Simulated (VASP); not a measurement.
A run of VASP 6.6.1 is set up as follows.

File INCAR:

```
SYSTEM = Ti
  ALGO = Normal
  EDIFF = 1E-7
  ENCUT = 520
  GGA = PE
  ISIF = 2
  ISMEAR = -1
  LASPH = .True.
  LCHARG = .True.
  LELF = .True.
  LREAL = .False.
  LVHAR = .True.
  LWAVE = .False.
  NBANDS = 12
  NELM = 100
  PREC = Accurate
  SIGMA = 0.1
```

Contents of KPOINTS:

```
k-points
0
Gamma
  17 17 17
  0 0 0
```

The input POSCAR:

```
Ti
1.0
    0.0000000000      2.0576808005      2.0576808005
    2.0576808005      0.0000000000      2.0576808005
    2.0576808005      2.0576808005      0.0000000000
Ti
1
Direct
    0.0000000000      0.0000000000      0.0000000000
```

Potentials or basis: VASP PAW PBE potentials, release 64 (Ti_sv).

The run is started by

```console
$ cat potpaw_PBE.64/Ti_sv/POTCAR > POTCAR
$ mpirun -np 1 vasp_std > vasp.out
```

(1) Predict the band gap on the k mesh.

(2) What does it give for the pressure?

## Answers

(1) zero (band 6 reaches 9.06 eV, above the bottom of band 7 at 7.72 eV).

(2) -0.3 GPa.
